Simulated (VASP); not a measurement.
# Al (P6_3/mmc) in VASP: further runs

Al is run at these levels: PBEsol; tasks: single point.

Everything below comes from runs of VASP 6.6.1. Logs are shortened: lines on timing, memory, paths and dates and some standing lists are left out, and cuts for length are marked.

## Step 1: The cell of the first run

It takes space group P6_3/mmc (No. 194, hexagonal). The conventional cell has a = 3.009 Å, b = 3.009 Å, c = 5.009 Å, α = 90.00°, β = 90.00°, γ = 120.00°. Al (site symmetry -6m2) has 12 Al at 3.01 to 3.05 Å within 4.0 Å.

This isn't the form of Al at room conditions, which is fcc.

## Step 2: Single point, PBEsol

Input file INCAR:

```
  PREC = Accurate
  ENCUT = 520
  EDIFF = 1E-6
  ISMEAR = 0
  SIGMA = 0.15
  LREAL = False
  LASPH = True
  NELM = 100
  ALGO = Fast
  ISIF = 2
  LWAVE = False
  LCHARG = False
  GGA = PS
  NBANDS = 10
```

Input file KPOINTS:

```
Automatic mesh
0
Gamma
  18 18 10
```

Input file POSCAR:

```
Al
1.0
    3.0093000000      0.0000000000      0.0000000000
   -1.5046500000      2.6061302476      0.0000000000
    0.0000000000      0.0000000000      5.0094000000
Al
2
Direct
    0.6666666667      0.3333333333      0.7500000000
    0.3333333333      0.6666666667      0.2500000000
```

Potentials or basis: VASP PAW PBE potentials, release 64 (Al).

Command:

```
$ cat potpaw_PBE.64/Al/POTCAR > POTCAR
$ mpirun -np 1 vasp_std > vasp.out
```

OUTCAR:

```text
PREC = Accurate
   ENCUT = 520
   EDIFF = 1E-6
   ISMEAR = 0
   LREAL = False
   LASPH = True
   NELM = 100
   ISIF = 2
   GGA = PS

 ion  position               nearest neighbor table
   1  0.667  0.333  0.750-   2 3.05   2 3.05   2 3.05   2 3.05   2 3.05   2 3.05
   2  0.333  0.667  0.250-   1 3.05   1 3.05   1 3.05   1 3.05   1 3.05   1 3.05

  LATTYP: Found a hexagonal cell.
 ALAT       =     3.0093000000
 C/A-ratio  =     1.6646396172

  Lattice vectors:

 A1 = (   3.0093000000,   0.0000000000,   0.0000000000)
 A2 = (  -1.5046500000,   2.6061302476,   0.0000000000)
 A3 = (   0.0000000000,   0.0000000000,   5.0094000000)

Analysis of symmetry for initial positions (statically):
=====================================================================
 Subroutine PRICEL returns:
 Original cell was already a primitive cell.

 Routine SETGRP: Setting up the symmetry group for a
 hexagonal supercell.

 Subroutine GETGRP returns: Found 24 space group operations
 (whereof 12 operations were pure point group operations)
 out of a pool of 24 trial point group operations.

The static configuration has the point symmetry D_3d.
 The point group associated with its full space group is D_6h.

Analysis of symmetry for dynamics (positions and initial velocities):
=====================================================================
 Subroutine PRICEL returns:
 Original cell was already a primitive cell.

 Routine SETGRP: Setting up the symmetry group for a
 hexagonal supercell.

 Subroutine GETGRP returns: Found 24 space group operations
 (whereof 12 operations were pure point group operations)
 out of a pool of 24 trial point group operations.

The dynamic configuration has the point symmetry D_3d.
 The point group associated with its full space group is D_6h.

 Subroutine INISYM returns: Found 24 space group operations
 (whereof 12 operations are pure point group operations),
 and found     1 'primitive' translations

----------------------------------------------------------------------------------------

                                     Primitive cell

  volume of cell :      39.2869

  direct lattice vectors                    reciprocal lattice vectors
     3.009300000  0.000000000  0.000000000     0.332303193  0.191855338  0.000000000
    -1.504650000  2.606130248  0.000000000     0.000000000  0.383710676  0.000000000
     0.000000000  0.000000000  5.009400000     0.000000000  0.000000000  0.199624706

  length of vectors
     3.009300000  3.009300000  5.009400000     0.383710676  0.383710676  0.199624706

  position of ions in fractional coordinates (direct lattice)
     0.666666667  0.333333333  0.750000000
     0.333333333  0.666666667  0.250000000

  ion indices of the primitive-cell ions
   primitive index   ion index
                 1           1
                 2           2

----------------------------------------------------------------------------------------

 KPOINTS: Automatic mesh

Automatic generation of k-mesh.
 Grid dimensions read from file:
 generate k-points for:   18   18   10

 Generating k-lattice:

  Cartesian coordinates                     Fractional coordinates (reciprocal lattice)
     0.018461289  0.010658630  0.000000000     0.055555556  0.000000000  0.000000000
     0.000000000  0.021317260  0.000000000     0.000000000  0.055555556  0.000000000
     0.000000000  0.000000000  0.019962471     0.000000000  0.000000000  0.100000000

  Length of vectors
     0.021317260  0.021317260  0.019962471

  Shift w.r.t. Gamma in fractional coordinates (k-lattice)
     0.000000000  0.000000000  0.000000000

 Subroutine IBZKPT returns following result:
 ===========================================

 Found    222 irreducible k-points:

 Following reciprocal coordinates:
            Coordinates               Weight
  0.000000  0.000000  0.000000      1.000000
  0.055556  0.000000  0.000000      6.000000
  0.111111  0.000000  0.000000      6.000000
  0.166667 -0.000000  0.000000      6.000000
  0.222222  0.000000  0.000000      6.000000
  0.277778  0.000000  0.000000      6.000000
[... 16 lines left out ...]
  0.333333  0.111111  0.000000     12.000000
  0.388889  0.111111  0.000000     12.000000
 [... further k-points ...]
   k-points           NKPTS =    222   k-points in BZ     NKDIM =    222   number of bands    NBANDS=     10
   number of dos      NEDOS =    301   number of ions     NIONS =      2
   total plane-waves  NPLWV =  23040
   dimension x,y,z NGX =    24 NGY =   24 NGZ =   40
   dimension x,y,z NGXF=    48 NGYF=   48 NGZF=   80
   ions per type =               2
   NGX,Y,Z   is equivalent  to a cutoff of  13.26, 13.26, 13.27 a.u.
   NGXF,Y,Z  is equivalent  to a cutoff of  26.52, 26.52, 26.55 a.u.
 SYSTEM =  unknown system
   PREC   = accura    normal or accurate (medium, high low for compatibility)
   ISTART =      0    job   : 0-new  1-cont  2-samecut
   ICHARG =      2    charge: 1-file 2-atom 10-const
   ISPIN  =      1    spin polarized calculation?
   LNONCOLLINEAR =      F non collinear calculations
   LSORBIT =      F    spin-orbit coupling
   LASPH  =      T    aspherical Exc in radial PAW
   ENCUT  =  520.0 eV  38.22 Ry    6.18 a.u.   5.60  5.60  9.31*2*pi/ulx,y,z
   NELM   =    100;   NELMIN=  2; NELMDL= -5     # of ELM steps
   EDIFF  = 0.1E-05   stopping-criterion for ELM
   LREAL  =      F    real-space projection
   EDIFFG = 0.1E-04   stopping-criterion for IOM
   NSW    =      0    number of steps for IOM
   IBRION =     -1    ionic relax: 0-MD 1-quasi-New 2-CG
   NFREE  =      0    steps in history (QN), initial steepest desc. (CG)
   ISIF   =      2    stress and relaxation
   ISYM   =      2    0-nonsym 1-usesym 2-fastsym
   POTIM  = 0.5000    time-step for ionic-motion
   TEBEG  =    0.0;   TEEND  =   0.0 temperature during run
   PSTRESS=    0.0 pullay stress
   NELECT =       6.0000    total number of electrons
   NUPDOWN=      -1.0000    fix difference up-down
   EMIN   =  10.00;   EMAX   =-10.00  energy-range for DOS
   EFERMI =   0.00;   METHOD = LEGACY
   ISMEAR =     0;   SIGMA  =   0.15  broadening in eV -4-tet -1-fermi 0-gaus
   EFERMI_NEDOS =   21; number of points for ismear=-14 and -15
   IALGO  =     68    algorithm
   IMIX   =      4    mixing-type and parameters
     AMIX     =   0.40;   BMIX     =  1.00
     AMIX_MAG =   1.60;   BMIX_MAG =  1.00
  volume/ion in A,a.u.               =      19.64       132.56
  Fermi-wavevector in a.u.,A,eV,Ry     =   0.875070  1.653643 10.418628  0.765748
  Thomas-Fermi vector in A             =   1.994689
   LORBIT       =      0    0 simple, 1 ext, 2 COOP (PROOUT), +10 PAW based schemes
   GGA     = PS    functional components
   LHFCALC =     F    Hartree Fock is set to
   AEXX    =    0.0000 exact exchange contribution
   IVDW    =     0    specifies the selected vdW correction
   LEPSILON=     F    determine dielectric tensor
   LRPA    =     F    only Hartree local field effects (RPA)
 non-spin polarized calculation
 RMM-DIIS sequential band-by-band and
 Gauss-broadening in eV      SIGMA  =   0.15
  energy-cutoff  :      520.00
  volume of cell :       39.29
 maximum number of plane-waves:      1099
 NGX is ok and might be reduce to    24
   NGX = 11   NGY = 11   NGZ = 19

 number of electron       6.0000000 magnetization

 Free energy of the ion-electron system (eV)
  ---------------------------------------------------
  ext. energy  EPLUGINS =         0.00000000
  ---------------------------------------------------
  free energy    TOTEN  =        -7.88473901 eV

  energy without entropy =       -7.87262102  energy(sigma->0) =       -7.87868002

 E-fermi :   6.2227     XC(G=0):  -9.6387

 val. band max:        6.2132307135   @ k =   0.2778   0.2222   0.1000
 cond. band min:       6.2253128153   @ k =   0.3333   0.2778   0.3000
 fundamental gap:      0.0120821019
 Fermi energy:         6.2226948361

 k-point     1 :       0.0000    0.0000    0.0000
  band No.  band energies     occupation
      1      -3.7335      2.00000
      2       1.8759      2.00000
      3       2.2476      2.00000
      4      15.6867      0.00000
      5      15.6867      0.00000
      6      16.4532      0.00000
      7      16.4532      0.00000
      8      17.2630      0.00000
      9      17.9070      0.00000
     10      18.8295      0.00000

 k-point     2 :       0.0556    0.0000    0.0000
  band No.  band energies     occupation
      1      -3.6663      2.00000
      2       1.9425      2.00000
      3       2.3107      2.00000
      4      14.4513      0.00000
      5      15.0025      0.00000
      6      16.2122      0.00000
      7      17.2434      0.00000
      8      17.8332      0.00000
      9      17.8702      0.00000
     10      18.9716      0.00000

 k-point     3 :       0.1111    0.0000    0.0000
  band No.  band energies     occupation
      1      -3.4648      2.00000
      2       2.1420      2.00000
      3       2.5000      2.00000
      4      12.6158      0.00000
      5      14.1511      0.00000
      6      15.5752      0.00000
      7      17.3122      0.00000
      8      17.4815      0.00000
      9      18.2345      0.00000
     10      18.5080      0.00000

 k-point     4 :       0.1667   -0.0000    0.0000
  band No.  band energies     occupation
      1      -3.1296      2.00000
      2       2.4732      2.00000
      3       2.8152      2.00000
      4      10.7675      0.00000
      5      13.3959      0.00000
      6      14.8718      0.00000
      7      15.7408      0.00000
      8      16.1727      0.00000
      9      17.8277      0.00000
     10      18.7775      0.00000
[... 222 lines left out ...]
 k-point    22 :       0.2778    0.1111    0.0000
  band No.  band energies     occupation
      1      -1.1338      2.00000
      2       4.4011      2.00000
      3       4.6980      2.00000
      4       5.9403      1.99223
      5       9.2742      0.00000
      6      11.2821      0.00000
      7      11.5325      0.00000
      8      14.4164      0.00000
      9      15.2031      0.00000
     10      16.0906      0.00000

 k-point    23 :       0.3333    0.1111    0.0000
  band No.  band energies     occupation
      1      -0.2779      2.00000
      2       4.3532      2.00000
      3       5.3566      2.00000
      4       5.5027      2.00000
      5       8.9210      0.00000
      6       9.9412      0.00000
      7      10.1366      0.00000
      8      14.1349      0.00000
      9      14.8613      0.00000
     10      15.8083      0.00000

 k-point    24 :       0.3889    0.1111    0.0000
  band No.  band energies     occupation
      1       0.6997      2.00000
      2       3.0593      2.00000
      3       6.2497      0.79900
      4       6.3985      0.09736
      5       8.3804      0.00000
      6       8.8800      0.00000
      7       9.0199      0.00000
      8      13.9651      0.00000
      9      14.6593      0.00000
     10      15.6364      0.00000

 [... further k-points ...]

------------------------ aborting loop because EDIFF is reached ----------------------------------------

  FORCE on cell =-STRESS in cart. coord.  units (eV):
  Direction    XX          YY          ZZ          XY          YZ          ZX
  --------------------------------------------------------------------------------------
  -------------------------------------------------------------------------------------
  Total       -2.3386957     -2.3386957     -2.3223605     -0.0000000      0.0000000      0.0000000
  in kB      -95.3755331    -95.3755331    -94.7093621     -0.0000000      0.0000000      0.0000000
  external PRESSURE =     -95.1534761 kB  Pullay stress =       0.0000000 kB

 VOLUME and BASIS-vectors are now :
 -----------------------------------------------------------------------------
  energy-cutoff  :      520.00
  volume of cell :       39.29
      direct lattice vectors                 reciprocal lattice vectors
     3.009300000  0.000000000  0.000000000     0.332303193  0.191855338  0.000000000
    -1.504650000  2.606130248  0.000000000     0.000000000  0.383710676  0.000000000
     0.000000000  0.000000000  5.009400000     0.000000000  0.000000000  0.199624706

 POSITION                                       TOTAL-FORCE (eV/Angst)
 -----------------------------------------------------------------------------------
      1.50465      0.86871      3.75705         0.000000      0.000000      0.000000
     -0.00000      1.73742      1.25235        -0.000000     -0.000000      0.000000
 -----------------------------------------------------------------------------------
    total drift:                                0.000000     -0.000000     -0.000000

  FREE ENERGIE OF THE ION-ELECTRON SYSTEM (eV)
  ---------------------------------------------------
  free  energy   TOTEN  =        -7.8847390144 eV

  energy  without entropy=       -7.8726210167  energy(sigma->0) =       -7.87868002
```

Wall time 18 s (1 thread of Intel Xeon 6975P-C (Granite Rapids), shared host); peak memory 0.19 GiB.

What came out:

```yaml
Free_energy: -7.8847 eV
Pressure: -9.5 GPa
Band_gap_on_the_k_mesh: zero (bands 3 and 4 overlap by 6.63 eV)
```

Caveat: the cell stands under tension; the PAW data sets were made with another functional, which shifts forces and pressure a little.

## Step 3: Single point, PBEsol

This run uses another cell than the first one, of 19.87 Å³/atom.

Input file INCAR:

```
SYSTEM = Al
PREC     = Accurate       ! precision mode
ENCUT    = 520            ! plane-wave cutoff, eV
EDIFF    = 1E-6           ! SCF threshold, eV
ISMEAR   = 0              ! smearing method
SIGMA    = 0.15           ! smearing width, eV
LREAL    = .False.        ! projectors in reciprocal space
LASPH    = .True.         ! aspherical terms in the spheres
NELM     = 100            ! most SCF steps
ALGO     = Normal         ! electronic algorithm
ISIF     = 2              ! what is computed and relaxed
LWAVE    = .False.        ! write WAVECAR
LCHARG   = .False.        ! write CHGCAR
GGA      = PS             ! functional
NBANDS   = 10             ! bands
```

Input file KPOINTS:

```
regular mesh
0
Gamma
  18 18 10
  0 0 0
```

Input file POSCAR:

```
Al
1.0
    3.0492000000      0.0000000000      0.0000000000
   -1.5246000000      2.6406846612      0.0000000000
    0.0000000000      0.0000000000      4.9351000000
Al
2
Direct
    0.6666666667      0.3333333333      0.7500000000
    0.3333333333      0.6666666667      0.2500000000
```

Potentials or basis: VASP PAW PBE potentials, release 64 (Al).

Command:

```
$ cat potpaw_PBE.64/Al/POTCAR > POTCAR
$ mpirun -np 1 vasp_std > vasp.out
```

Run time: 18 s. Hardware: 1 thread of Intel Xeon 6975P-C (Granite Rapids), shared host; peak memory 0.2 GiB.

Results (log left out):

```
Free energy            : -7.8574 eV
Pressure               : -9.8 GPa
Band gap on the k mesh : zero (bands 3 and 4 overlap by 6.82 eV)
```

Stress tensor (GPa, compression positive):
```
-9.91  0.00  0.00
 0.00 -9.91  0.00
 0.00  0.00 -9.70
```

Levels at points of the mesh, in eV from the Fermi level:
```tsv
k point	band 1	band 2	band 3	band 4	band 5	band 6
(0.00, 0.00, 0.00)	-9.88	-4.01	-3.81	8.97	8.97	9.85
(0.50, 0.00, 0.00)	-4.87	-4.44	0.67	0.95	1.31	1.74
(0.00, 0.00, 0.50)	-8.37	-8.37	3.25	3.25	10.23	10.23
(0.50, 0.00, 0.50)	-3.42	-3.42	-2.95	-2.95	6.06	6.06
```

Caveat: the cell stands under tension; the PAW data sets were made with another functional, which shifts forces and pressure a little.

## Step 4: Single point, PBEsol

This run uses another cell than the first one, of 20.17 Å³/atom.

Input file INCAR:

```
SYSTEM = Al
  PREC = Accurate
  ENCUT = 520
  EDIFF = 1E-6
  ISMEAR = 0
  SIGMA = 0.15
  LREAL = .False.
  LASPH = .True.
  NELM = 80
  ALGO = Normal
  ISIF = 2
  LWAVE = .False.
  LCHARG = .False.
  GGA = PS
  NBANDS = 10
```

KPOINTS is that of step 3.

Changes to POSCAR since step 3:

```diff
@@ -4,3 +4,3 @@
    -1.5246000000      2.6406846612      0.0000000000
-    0.0000000000      0.0000000000      4.9351000000
+    0.0000000000      0.0000000000      5.0094000000
 Al
```

Command:

```
$ cat potpaw_PBE.64/Al/POTCAR > POTCAR
$ mpirun -np 1 vasp_std > vasp.out
```

Wall time 16 s (1 thread of Intel Xeon 6975P-C (Granite Rapids), shared host); peak memory 0.2 GiB.

It converged, with:

```
Free energy            : -7.8201 eV
Pressure               : -10.2 GPa
Band gap on the k mesh : zero (bands 3 and 4 overlap by 6.66 eV)
```

Levels at points of the mesh, in eV from the Fermi level:
```
           k point  band 1  band 2  band 3  band 4  band 5  band 6
(0.00, 0.00, 0.00)   -9.79   -4.17   -3.82    9.07    9.07    9.93
(0.50, 0.00, 0.00)   -4.77   -4.35    0.67    0.80    1.15    1.73
(0.00, 0.00, 0.50)   -8.32   -8.32    2.97    2.97   10.28   10.28
(0.50, 0.00, 0.50)   -3.36   -3.36   -2.91   -2.91    6.12    6.12
```

Caveat: the cell stands under tension; the PAW data sets were made with another functional, which shifts forces and pressure a little.

## Step 5: Overview

```csv
cell,gap on the mesh (eV),pressure (GPa)
"a = 3.009, b = 3.009, c = 5.009 Å, angles 90.0, 90.0, 120.0°, 2 atoms",none,-9.5
"a = 3.049, b = 3.049, c = 4.935 Å, angles 90.0, 90.0, 120.0°, 2 atoms",none,-9.8
"a = 3.049, b = 3.049, c = 5.009 Å, angles 90.0, 90.0, 120.0°, 2 atoms",none,-10.2
```

Alike in all rows: task single point; level PBEsol; potentials or basis VASP PAW PBE potentials, release 64 (Al); no spin polarisation; k mesh 18 × 18 × 10; cutoff (eV) 520; smearing gaussian 0.15 eV.

Caveats: the cell stands under tension; the PAW data sets were made with another functional, which shifts forces and pressure a little.

Total energies depend on the potentials used, so only differences within one code and one set of settings carry meaning.
